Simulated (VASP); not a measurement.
# YAlSe3: relaxation of cell and atoms with PBE

YAlSe3:

```
Y Al Se
1.0
     5.12821    0.00000    0.00000
     0.00000    5.12821    0.00000
     0.00000    0.00000    5.12821
Y Al Se
1 1 3
Direct
  0.00000 0.00000 0.00000
  0.50000 0.50000 0.50000
  0.00000 0.50000 0.50000
  0.50000 0.00000 0.50000
  0.50000 0.50000 0.00000
```

```json
{"Program": "VASP 6.6.1", "Task": "relaxation of cell and atoms", "Functional": "PBE", "Potentials or basis": "VASP PAW PBE potentials, release 64 (Y_sv, Al, Se)", "Cutoff": "600 eV", "k mesh": "4 × 4 × 4", "Occupations": "gaussian, width 0.1 eV", "Spin": "no spin polarisation", "Dipole correction": "no", "Further INCAR settings": "ALGO = Normal; EDIFF = 1e-06; IBRION = 2; EDIFFG = -0.04; NSW = 90; ISIF = 3"}
```

```
Relaxed volume                         : 23.45 Å³/atom
Relaxed cell                           : a = 4.895 Å, b = 4.895 Å, c = 4.895 Å, α = 90.00°, β = 90.00°, γ = 90.00°
Space group after relaxing (to 0.05 Å) : Pm-3m (No. 221)
Energy gained by relaxing              : 87.5 meV/atom
Ionic steps                            : 3
Pressure after relaxing                : 0.0 GPa
Band gap on the k mesh                 : zero (band 16 reaches 4.99 eV, above the bottom of band 17 at 3.89 eV)
```

Step by step:
```
step  energy change (eV)  largest force (eV/Å)  pressure (GPa)  volume (Å³)
   1              0.0000                0.0000           -7.04       134.86
   2             -0.4019                0.0000            2.76       113.03
   3             -0.4374                0.0000            0.03       117.27
```

Final structure:
```yaml
crystal:
  lattice:
    - [4.89471, 0.00000, 0.00000]
    - [0.00000, 4.89471, 0.00000]
    - [0.00000, 0.00000, 4.89471]
  atoms:
    - { symbol: Y, position: [0.00000, 0.00000, 0.00000] }
    - { symbol: Al, position: [0.50000, 0.50000, 0.50000] }
    - { symbol: Se, position: [0.00000, 0.50000, 0.50000] }
    - { symbol: Se, position: [0.50000, 0.00000, 0.50000] }
    - { symbol: Se, position: [0.50000, 0.50000, 0.00000] }
```

Levels at points of the mesh, in eV from the Fermi level:
```csv
k point,band 14,band 15,band 16,band 17,band 18,band 19
"(0.00, 0.00, 0.00)",-1.37,-0.82,-0.82,-0.82,0.54,0.54
"(0.50, 0.00, 0.00)",-2.54,-1.42,-1.42,1.13,1.35,2.36
"(0.50, 0.50, 0.00)",-2.59,-1.37,-0.17,1.36,1.38,2.60
"(0.50, 0.50, 0.50)",0.28,0.28,0.28,0.67,1.40,1.40
```

It used 87 s of CPU time on 1 thread of AMD EPYC 7R13 Processor (Zen 3), with other jobs on the host.
